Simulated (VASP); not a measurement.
# Cd4SeS3 (I-42m) in VASP: further runs

Runs on Cd4SeS3. Level: PBE. Tasks: relaxation of cell and atoms, single point, relaxation of shape and atoms at fixed volume.

Program: VASP 6.6.1. These are calculated values, not measurements. Logs are shortened: lines on timing, memory, paths and dates and some standing lists are left out, and cuts for length are marked.

### Step 1. The cell of the first run

The structure is tetragonal, space group I-42m (No. 121). Conventional cell: a = 5.800 Å, b = 5.800 Å, c = 11.599 Å, α = 90.00°, β = 90.00°, γ = 90.00°. Cd (site symmetry m) has 3 S at 2.51 Å and 1 Se at 2.51 Å within 3.3 Å. Se (site symmetry -42m) has 4 Cd at 2.51 Å within 3.3 Å. Within 3.3 Å of S (site symmetry -4) lie 4 Cd at 2.51 Å. S (site symmetry -42m) has 4 Cd at 2.51 Å within 3.3 Å.

### Step 2. Relaxation of cell and atoms, PBE

Contents of INCAR:

```
PREC     = Accurate       # precision mode
ENCUT    = 600            # plane-wave cutoff, eV
EDIFF    = 1E-6           # SCF threshold, eV
ISMEAR   = 0              # smearing method
SIGMA    = 0.1            # smearing width, eV
LREAL    = F              # projectors in reciprocal space
LASPH    = T              # aspherical terms in the spheres
NELM     = 60             # most SCF steps
ALGO     = Normal         # electronic algorithm
ISIF     = 3              # what is computed and relaxed
LWAVE    = F              # write WAVECAR
LCHARG   = F              # write CHGCAR
GGA      = PE             # functional
IBRION   = 2              # ionic algorithm
NSW      = 90             # ionic steps
EDIFFG   = -0.04          # ionic threshold
```

Contents of KPOINTS:

```
Automatic mesh
0
Gamma
  4 4 4
```

Contents of POSCAR:

```
Cd4SeS3
1.0
   -2.8998242300      2.8998242300      5.7996484700
    2.8998242300     -2.8998242300      5.7996484700
    2.8998242300      2.8998242300     -5.7996484700
Cd Se S
4 1 3
Direct
    0.8750000000      0.3750000000      0.0000000000
    0.3750000000      0.8750000000      0.0000000000
    0.1250000000      0.1250000000      0.5000000000
    0.6250000000      0.6250000000      0.5000000000
    0.5000000000      0.5000000000      0.0000000000
    0.7500000000      0.2500000000      0.5000000000
    0.2500000000      0.7500000000      0.5000000000
    0.0000000000      0.0000000000      0.0000000000
```

Potentials or basis: VASP PAW PBE potentials, release 64 (Cd, Se, S).

Started as:

```console
> cat potpaw_PBE.64/Cd/POTCAR potpaw_PBE.64/Se/POTCAR potpaw_PBE.64/S/POTCAR > POTCAR
> mpirun -np 1 vasp_std > vasp.out
```

OUTCAR:

```text
PREC = Accurate
   ENCUT = 600
   EDIFF = 1E-6
   ISMEAR = 0
   LREAL = F
   LASPH = T
   NELM = 60
   ISIF = 3
   GGA = PE
   IBRION = 2
   NSW = 90
   EDIFFG = -0.04

 ion  position               nearest neighbor table
   1  0.875  0.375  0.000-   5 2.51   7 2.51   8 2.51   6 2.51
   2  0.375  0.875  0.000-   5 2.51   6 2.51   8 2.51   7 2.51
   3  0.125  0.125  0.500-   5 2.51   6 2.51   7 2.51   8 2.51
   4  0.625  0.625  0.500-   6 2.51   7 2.51   8 2.51   5 2.51
   5  0.500  0.500  0.000-   1 2.51   2 2.51   3 2.51   4 2.51
   6  0.750  0.250  0.500-   3 2.51   4 2.51   2 2.51   1 2.51
   7  0.250  0.750  0.500-   3 2.51   4 2.51   1 2.51   2 2.51
   8  0.000  0.000  0.000-   1 2.51   2 2.51   4 2.51   3 2.51

  LATTYP: Found a body centered tetragonal cell.
 ALAT       =     5.7996484600
 C/A-ratio  =     2.0000000034

  Lattice vectors:

 A1 = (  -2.8998242300,   2.8998242300,   5.7996484700)
 A2 = (   2.8998242300,  -2.8998242300,   5.7996484700)
 A3 = (   2.8998242300,   2.8998242300,  -5.7996484700)

Analysis of symmetry for initial positions (statically):
=====================================================================
 Subroutine PRICEL returns:
 Original cell was already a primitive cell.

 Routine SETGRP: Setting up the symmetry group for a
 body centered tetragonal supercell.

 Subroutine GETGRP returns: Found  8 space group operations
 (whereof  8 operations were pure point group operations)
 out of a pool of 16 trial point group operations.

The static configuration has the point symmetry D_2d.

Analysis of symmetry for dynamics (positions and initial velocities):
=====================================================================
 Subroutine PRICEL returns:
 Original cell was already a primitive cell.

 Routine SETGRP: Setting up the symmetry group for a
 body centered tetragonal supercell.

 Subroutine GETGRP returns: Found  8 space group operations
 (whereof  8 operations were pure point group operations)
 out of a pool of 16 trial point group operations.

The dynamic configuration has the point symmetry D_2d.

 Subroutine INISYM returns: Found  8 space group operations
 (whereof  8 operations are pure point group operations),
 and found     1 'primitive' translations

----------------------------------------------------------------------------------------

                                     Primitive cell

  volume of cell :     195.0765

  direct lattice vectors                    reciprocal lattice vectors
    -2.899824230  2.899824230  5.799648470     0.000000000  0.172424244  0.086212122
     2.899824230 -2.899824230  5.799648470     0.172424244  0.000000000  0.086212122
     2.899824230  2.899824230 -5.799648470     0.172424244  0.172424244  0.000000000

  length of vectors
     7.103089715  7.103089715  7.103089715     0.192776165  0.192776165  0.243844704

  position of ions in fractional coordinates (direct lattice)
     0.875000000  0.375000000  0.000000000
     0.375000000  0.875000000  0.000000000
     0.125000000  0.125000000  0.500000000
     0.625000000  0.625000000  0.500000000
     0.500000000  0.500000000  0.000000000
     0.750000000  0.250000000  0.500000000
     0.250000000  0.750000000  0.500000000
     0.000000000  0.000000000  0.000000000

  ion indices of the primitive-cell ions
   primitive index   ion index
                 1           1
                 2           2
                 3           3
                 4           4
                 5           5
                 6           6
                 7           7
                 8           8

----------------------------------------------------------------------------------------

 KPOINTS: Automatic mesh

Automatic generation of k-mesh.
 Grid dimensions read from file:
 generate k-points for:    4    4    4

 Generating k-lattice:

  Cartesian coordinates                     Fractional coordinates (reciprocal lattice)
     0.000000000  0.043106061  0.021553030     0.250000000  0.000000000  0.000000000
     0.043106061  0.000000000  0.021553030     0.000000000  0.250000000  0.000000000
     0.043106061  0.043106061  0.000000000     0.000000000  0.000000000  0.250000000

  Length of vectors
     0.048194041  0.048194041  0.060961176

  Shift w.r.t. Gamma in fractional coordinates (k-lattice)
     0.000000000  0.000000000  0.000000000

 Subroutine IBZKPT returns following result:
 ===========================================

 Found     13 irreducible k-points:

 Following reciprocal coordinates:
            Coordinates               Weight
  0.000000  0.000000  0.000000      1.000000
  0.250000  0.000000  0.000000      8.000000
  0.500000  0.000000  0.000000      4.000000
  0.250000  0.250000  0.000000      8.000000
  0.500000  0.250000 -0.000000     16.000000
 -0.250000  0.250000  0.000000      4.000000
  0.500000  0.500000  0.000000      2.000000
  0.250000  0.250000  0.250000      2.000000
 -0.250000  0.250000  0.250000      4.000000
  0.500000  0.500000  0.250000      4.000000
 -0.250000  0.500000  0.250000      8.000000
 -0.250000 -0.250000  0.250000      2.000000
  0.500000  0.500000  0.500000      1.000000
   k-points           NKPTS =     13   k-points in BZ     NKDIM =     13   number of bands    NBANDS=     43
   number of dos      NEDOS =    301   number of ions     NIONS =      8
   total plane-waves  NPLWV = 216000
   dimension x,y,z NGX =    60 NGY =   60 NGZ =   60
   dimension x,y,z NGXF=   120 NGYF=  120 NGZF=  120
   ions per type =               4   1   3
   NGX,Y,Z   is equivalent  to a cutoff of  14.04, 14.04, 14.04 a.u.
   NGXF,Y,Z  is equivalent  to a cutoff of  28.09, 28.09, 28.09 a.u.
 SYSTEM =  unknown system
   PREC   = accura    normal or accurate (medium, high low for compatibility)
   ISTART =      0    job   : 0-new  1-cont  2-samecut
   ICHARG =      2    charge: 1-file 2-atom 10-const
   ISPIN  =      1    spin polarized calculation?
   LNONCOLLINEAR =      F non collinear calculations
   LSORBIT =      F    spin-orbit coupling
   LASPH  =      T    aspherical Exc in radial PAW
   ENCUT  =  600.0 eV  44.10 Ry    6.64 a.u.  14.19 14.19 14.19*2*pi/ulx,y,z
   NELM   =     60;   NELMIN=  2; NELMDL= -5     # of ELM steps
   EDIFF  = 0.1E-05   stopping-criterion for ELM
   LREAL  =      F    real-space projection
   EDIFFG = -.4E-01   stopping-criterion for IOM
   NSW    =     90    number of steps for IOM
   IBRION =      2    ionic relax: 0-MD 1-quasi-New 2-CG
   NFREE  =      1    steps in history (QN), initial steepest desc. (CG)
   ISIF   =      3    stress and relaxation
   ISYM   =      2    0-nonsym 1-usesym 2-fastsym
   POTIM  = 0.5000    time-step for ionic-motion
   TEBEG  =    0.0;   TEEND  =   0.0 temperature during run
   PSTRESS=    0.0 pullay stress
   NELECT =      72.0000    total number of electrons
   NUPDOWN=      -1.0000    fix difference up-down
   EMIN   =  10.00;   EMAX   =-10.00  energy-range for DOS
   EFERMI =   0.00;   METHOD = LEGACY
   ISMEAR =     0;   SIGMA  =   0.10  broadening in eV -4-tet -1-fermi 0-gaus
   EFERMI_NEDOS =   21; number of points for ismear=-14 and -15
   IALGO  =     38    algorithm
   IMIX   =      4    mixing-type and parameters
     AMIX     =   0.40;   BMIX     =  1.00
     AMIX_MAG =   1.60;   BMIX_MAG =  1.00
  volume/ion in A,a.u.               =      24.38       164.56
  Fermi-wavevector in a.u.,A,eV,Ry     =   1.174313  2.219130 18.762595  1.379012
  Thomas-Fermi vector in A             =   2.310712
   LORBIT       =      0    0 simple, 1 ext, 2 COOP (PROOUT), +10 PAW based schemes
   GGA     = PE    functional components
   LHFCALC =     F    Hartree Fock is set to
   AEXX    =    0.0000 exact exchange contribution
   IVDW    =     0    specifies the selected vdW correction
   LEPSILON=     F    determine dielectric tensor
   LRPA    =     F    only Hartree local field effects (RPA)
 conjugate gradient relaxation of ions
 non-spin polarized calculation
 Gauss-broadening in eV      SIGMA  =   0.10
  energy-cutoff  :      600.00
  volume of cell :      195.08
 maximum number of plane-waves:      6555
 NGX is ok and might be reduce to    60
   NGX = 29   NGY = 29   NGZ = 29

--------------------------------------- Ionic step        1  -------------------------------------------

 number of electron      71.9999996 magnetization

 Free energy of the ion-electron system (eV)
  ---------------------------------------------------
  ext. energy  EPLUGINS =         0.00000000
  ---------------------------------------------------
  free energy    TOTEN  =       -23.40440927 eV

  energy without entropy =      -23.40440927  energy(sigma->0) =      -23.40440927

------------------------ aborting loop because EDIFF is reached ----------------------------------------

  FORCE on cell =-STRESS in cart. coord.  units (eV):
  Direction    XX          YY          ZZ          XY          YZ          ZX
  --------------------------------------------------------------------------------------
  -------------------------------------------------------------------------------------
  Total        8.3780671      8.3780671      8.3741363      0.0000000     -0.0000000      0.0000000
  in kB       68.8096594     68.8096594     68.7773753      0.0000000     -0.0000000      0.0000000
  external PRESSURE =      68.7988980 kB  Pullay stress =       0.0000000 kB

 VOLUME and BASIS-vectors are now :
 -----------------------------------------------------------------------------
  energy-cutoff  :      600.00
  volume of cell :      195.08
      direct lattice vectors                 reciprocal lattice vectors
    -2.899824230  2.899824230  5.799648470     0.000000000  0.172424244  0.086212122
     2.899824230 -2.899824230  5.799648470     0.172424244  0.000000000  0.086212122
     2.899824230  2.899824230 -5.799648470     0.172424244  0.172424244  0.000000000
[... 127 lines left out ...]
 POSITION                                       TOTAL-FORCE (eV/Angst)
 -----------------------------------------------------------------------------------
     -1.52682      1.52682      7.53363        -0.128915      0.128915      0.102110
      1.52682     -1.52682      7.53363         0.128915     -0.128915      0.102110
      1.47749      1.47749     -1.52531        -0.128915     -0.128915     -0.102110
      1.52682      1.52682      4.48302         0.128915      0.128915     -0.102110
      0.00000      0.00000      6.00832         0.000000      0.000000     -0.000000
      0.00000      3.00431      3.00416         0.000000      0.000000     -0.000000
      3.00431      0.00000      3.00416        -0.000000      0.000000     -0.000000
     -0.00000      0.00000      0.00000         0.000000      0.000000     -0.000000
 -----------------------------------------------------------------------------------
    total drift:                               -0.000005     -0.000005     -0.000004

  FREE ENERGIE OF THE ION-ELECTRON SYSTEM (eV)
  ---------------------------------------------------
  free  energy   TOTEN  =       -23.8937764754 eV

  energy  without entropy=      -23.8937764754  energy(sigma->0) =      -23.89377648

--------------------------------------- Ionic step        5  -------------------------------------------

 number of electron      72.0000004 magnetization

 Free energy of the ion-electron system (eV)
  ---------------------------------------------------
  ext. energy  EPLUGINS =         0.00000000
  ---------------------------------------------------
  free energy    TOTEN  =       -23.90582334 eV

  energy without entropy =      -23.90582334  energy(sigma->0) =      -23.90582334

 E-fermi :   1.2484     XC(G=0):  -8.8440

 val. band max:        0.8004830509   @ k =   0.0000   0.0000   0.0000
 cond. band min:       1.6801740634   @ k =   0.0000   0.0000   0.0000
 fundamental gap:      0.8796910125
 Fermi energy:         1.2484136359

 k-point     1 :       0.0000    0.0000    0.0000
  band No.  band energies     occupation
      1     -11.3344      2.00000
      2     -10.8725      2.00000
      3     -10.8440      2.00000
      4     -10.8430      2.00000
      5      -6.8220      2.00000
      6      -6.8217      2.00000
[... 609 lines left out ...]
 POSITION                                       TOTAL-FORCE (eV/Angst)
 -----------------------------------------------------------------------------------
     -1.54059      1.54059      7.53524        -0.017766      0.017766     -0.012626
      1.54059     -1.54059      7.53524         0.017766     -0.017766     -0.012626
      1.45885      1.45885     -1.53702        -0.017766     -0.017766      0.012626
      1.54059      1.54059      4.46121         0.017766      0.017766      0.012626
      2.99944      2.99944      0.00000         0.000000     -0.000000      0.000000
      0.00000      2.99944      2.99911         0.000000     -0.000000      0.000000
      2.99944      0.00000      2.99911         0.000000     -0.000000      0.000000
      2.99944      2.99944     -5.99823         0.000000     -0.000000      0.000000
 -----------------------------------------------------------------------------------
    total drift:                               -0.000003     -0.000003     -0.000003

  FREE ENERGIE OF THE ION-ELECTRON SYSTEM (eV)
  ---------------------------------------------------
  free  energy   TOTEN  =       -23.9058233407 eV

  energy  without entropy=      -23.9058233407  energy(sigma->0) =      -23.90582334

 reached required accuracy - stopping structural energy minimisation
```

Wall time 7.3 min (1 thread of Intel Xeon 6975P-C (Granite Rapids), shared host); peak memory 0.58 GiB.

What came out:

| Property | Result |
| --- | --- |
| Free energy | -23.9058 eV |
| Relaxed volume | 26.98 Å³/atom |
| Relaxed cell | a = 7.347 Å, b = 7.347 Å, c = 7.347 Å, α = 131.81°, β = 131.81°, γ = 70.53° |
| Space group after relaxing (to 0.1 Å) | I-42m (No. 121) |
| Energy gained by relaxing | 62.7 meV/atom |
| Ionic steps | 5 |
| Pressure after relaxing | 0.1 GPa |
| Largest force after relaxing | 0.028 eV/Å |
| Band gap on the k mesh | 0.88 eV |

Forces on the atoms (eV/Å):
```
Cd  -0.018  0.018 -0.013
Cd   0.018 -0.018 -0.013
Cd  -0.018 -0.018  0.013
Cd   0.018  0.018  0.013
Se   0.000  0.000  0.000
S    0.000  0.000  0.000
S    0.000  0.000  0.000
S    0.000  0.000  0.000
```

The path:
```tsv
step	energy change (eV)	largest force (eV/Å)	pressure (GPa)	volume (Å³)
1	0.0000	0.7169	6.88	195.08
2	-0.4210	0.2233	-2.00	226.16
3	-0.4726	0.3232	-0.21	217.52
4	-0.4894	0.2090	-0.10	216.92
5	-0.5014	0.0281	0.11	215.86
```

Final structure:
```
CELL_PARAMETERS angstrom
-2.99944 2.99944 5.99823
2.99944 -2.99944 5.99823
2.99944 2.99944 -5.99823
ATOMIC_POSITIONS crystal
Cd 0.88494 0.37131 0.00000
Cd 0.37131 0.88494 0.00000
Cd 0.11506 0.11506 0.48637
Cd 0.62869 0.62869 0.51363
Se 0.50000 0.50000 0.00000
S 0.75000 0.25000 0.50000
S 0.25000 0.75000 0.50000
S 0.00000 0.00000 0.00000
```

Levels at points of the mesh, in eV from the valence-band top:
```
           k point  band 33  band 34  band 35  band 36  band 37  band 38  band 39  band 40
(0.00, 0.00, 0.00)    -1.69     0.00     0.00     0.00     0.88     3.52     4.10     5.09
(0.50, 0.00, 0.00)    -1.20    -1.18    -0.79    -0.59     3.54     3.59     4.56     4.62
(0.50, 0.50, 0.00)    -0.78    -0.65    -0.55    -0.50     2.71     2.81     3.94     4.00
(0.50, 0.50, 0.50)    -1.07    -1.07    -0.78    -0.78     3.33     3.38     3.44     3.63
```

(Part 1 of 2 ends here.)
